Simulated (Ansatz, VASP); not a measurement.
MgO: VASP beside Ansatz

The input INCAR:

```
SYSTEM = MgO
PREC = Accurate
ENCUT = 750
EDIFF = 1E-6
ISMEAR = 0
SIGMA = 0.02
LREAL = .False.
LASPH = .True.
NELM = 120
ALGO = Normal
ISIF = 2
LWAVE = .False.
LCHARG = .False.
NBANDS = 24
GGA_COMPAT = .False.
```

KPOINTS

```
regular mesh
0
Gamma
  9 9 6
  0 0 0
```

The input POSCAR:

```
MgO
1.0
    3.3008543351      0.0000000000      0.0000000000
   -1.6504271676      2.8586237084      0.0000000000
    0.0000000000      0.0000000000      5.0282053079
Mg O
2 2
Direct
    0.3333333333      0.6666666667      0.4912900085
    0.6666666667      0.3333333333     -0.0087099915
    0.6666666667      0.3333333333      0.3877199915
    0.3333333333      0.6666666667      0.8877199915
```

Input for Ansatz:

```yaml
crystal:
  lattice:
    - [3.3008543351, 0.0, 0.0]
    - [-1.6504271676, 2.8586237084, 0.0]
    - [0.0, 0.0, 5.0282053079]
  atoms:
    - { symbol: Mg, position: [0.3333333333, 0.6666666667, 0.4912900085] }
    - { symbol: Mg, position: [0.6666666667, 0.3333333333, -0.0087099915] }
    - { symbol: O, position: [0.6666666667, 0.3333333333, 0.3877199915] }
    - { symbol: O, position: [0.3333333333, 0.6666666667, 0.8877199915] }
basis:
  ecutwfc: 420
kpoints:
  mp_grid: { grid: [9, 9, 6] }
  band_path:
    path:
      - [0.0, 0.0, 0.0]
      - [0.5, 0.0, 0.0]
      - [0.3333333333, 0.3333333333, 0.0]
      - [0.0, 0.0, 0.5]
      - [0.5, 0.0, 0.5]
      - [0.3333333333, 0.3333333333, 0.5]
    npoints: 1
hamiltonian:
  xc: lda
scf:
  occupations: { method: gaussian, width: 0.02 }
  n_extra_bands: 5
output:
  forces: true
  stress: true
  eigenvalues: true
```

Alike in both runs: task single point; functional LDA; k mesh 9 × 9 × 6; occupations gaussian, width 0.02 eV; no spin polarisation.

```csv
,VASP,Ansatz
version,VASP 6.6.1,Ansatz 0.2.0
potentials or method,"VASP PAW LDA potentials, release 64 (Mg_sv, O), cutoff 750 eV","scalar-relativistic, plane waves, PAW"
valence electrons in the cell,32,32
```

VASP gave:

```
gap on the k mesh at the Fermi level (eV)                     : 3.39
least direct gap on the mesh (eV)                             : 3.39
pressure (GPa)                                                : -4.6
traceless stress, the component that is largest in VASP (GPa) : 0.15
rms of the force components (eV/Å)                            : 0.012
```

Question: What did Ansatz give for the same quantities?

Answer: gap on the k mesh at the Fermi level (eV): 3.38; least direct gap on the mesh (eV): 3.38; pressure (GPa): -4.6; traceless stress, the component that is largest in VASP (GPa): 0.24; rms of the force components (eV/Å): 0.015.

LDA's correlation is that of Perdew and Zunger in VASP and of Perdew and Wang (1992) in Ansatz. Atom by atom the forces differ by 0.003 eV/Å (rms over components).
